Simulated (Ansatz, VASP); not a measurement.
**Two plane-wave programs on Si3C2**

```xyz
5
Lattice="2.8083 0.0000 0.0000 0.0000 2.7352 0.0000 0.0000 0.0000 6.8865" Properties=species:S:1:pos:R:3 pbc="T T T"
Si    1.4042    0.0000    4.9270
Si    1.4042    0.0000    0.4867
Si    0.0000    0.0000    2.7214
C     0.0000    1.3676    0.8911
C     1.4042    1.3676    3.5623
```

Change from the starting cell: species swapped into the Er2Si3 type (Pmm2, No. 25).

Alike in both runs: functional PBE; k mesh 6 × 6 × 4; occupations gaussian, width 0.1 eV; no spin polarisation.

Ansatz relaxed the structure, and its values are those at the end. VASP's run is a single point on that final structure, the one shown.

```csv
,VASP,Ansatz
version,VASP 6.6.1,Ansatz 0.2.0
potentials or method,"VASP PAW PBE potentials, release 64 (Si, C), cutoff 520 eV","scalar-relativistic, plane waves, PAW"
valence electrons in the cell,20,20
```

|  | VASP | Ansatz | Ansatz less VASP |
| --- | --- | --- | --- |
| gap on the k mesh at the Fermi level (eV) | none | none | - |
| pressure (GPa) | 0.0 | 0.0 | -0.03 |
| rms of the force components (eV/Å) | 0.004 | 0.004 | -0.0004 |

A gap of «none» marks a metal or a gap that the smearing closes. With one functional, cell and mesh, what is left measures potentials, basis and numerics.

The k mesh is coarse, so the values compare programs but aren't converged.
